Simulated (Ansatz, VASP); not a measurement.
**One calculation of FeGe, two programs**

INCAR

```
PREC = Accurate
ENCUT = 520
EDIFF = 1E-7
ISMEAR = -1
SIGMA = 0.05
LREAL = False
LASPH = True
NELM = 150
ALGO = Normal
ISIF = 2
LWAVE = False
LCHARG = False
ISPIN = 2
MAGMOM = 0 0 0 3 3 3
LORBIT = 11
LMAXMIX = 4
GGA = PS
NBANDS = 46
```

KPOINTS

```
regular mesh
0
Gamma
  6 6 7
```

Contents of POSCAR:

```
FeGe
1.0
    5.0633678031      0.0000000000      0.0000000000
   -2.5316839015      4.3850051461      0.0000000000
    0.0000000000      0.0000000000      4.1699223156
Ge Fe
3 3
Direct
    0.6666666667      0.3333333333      0.5000000000
    0.3333333333      0.6666666667      0.5000000000
    0.0000000000      0.0000000000      0.0000000000
    0.0000000000      0.5000000000      0.0000000000
    0.5000000000      0.5000000000      0.0000000000
    0.5000000000      0.0000000000      0.0000000000
```

input.yaml

```yaml
crystal:
  lattice:
    - [5.0633678031, 0.0, 0.0]
    - [-2.5316839015, 4.3850051461, 0.0]
    - [0.0, 0.0, 4.1699223156]
  atoms:
    - { symbol: Ge, position: [0.6666666667, 0.3333333333, 0.5] }
    - { symbol: Ge, position: [0.3333333333, 0.6666666667, 0.5] }
    - { symbol: Ge, position: [0.0, 0.0, 0.0] }
    - { symbol: Fe, position: [0.0, 0.5, 0.0], spin: 3.0 }
    - { symbol: Fe, position: [0.5, 0.5, 0.0], spin: 3.0 }
    - { symbol: Fe, position: [0.5, 0.0, 0.0], spin: 3.0 }
hamiltonian:
  xc: pbesol
  pseudopotentials: { kind: paw }
magnetization:
  spin_polarized: true
kpoints:
  mp_grid: { grid: [6, 6, 7] }
scf:
  occupations: { method: fermi_dirac, width: 0.05 }
output:
  forces: true
  stress: true
  eigenvalues: true
  write_density: true
  write_potential: true
  elf: true
  volumetric_format: npy
```

Alike in both runs: task single point; functional PBEsol; k mesh 6 × 6 × 7; occupations fermi-dirac, width 0.05 eV; collinear spin.

|  | VASP | Ansatz |
| --- | --- | --- |
| version | VASP 6.6.1 | Ansatz 0.2.0 |
| potentials or method | VASP PAW PBE potentials, release 64 (Ge_d, Fe) | Ansatz PAW |
| plane-wave cutoff (eV) | 520 | 420 |
| valence electrons in the cell | 66 | 90 |

|  | VASP | Ansatz | Ansatz less VASP |
| --- | --- | --- | --- |
| gap on the k mesh at the Fermi level (eV) | none | none | - |
| pressure (GPa) | -14.0 | -14.1 | -0.15 |
| traceless stress, the component that is largest in VASP (GPa) | 0.15 | 0.22 | +0.072 |
| net moment per atom (μB) | 0.75 | 0.75 | -0.001 |
| size of the moment on the site where the two differ most (μB) | 0.09 | 0.08 | -0.018 |

VASP's potentials were made for PBE, not for PBEsol. Site moments also hang on the region over which each program counts them. A gap of «none» marks a metal or a gap that the smearing closes. VASP's potentials hold 66 valence electrons a cell and Ansatz's 90, so a difference there can come from the potentials and not from the codes.
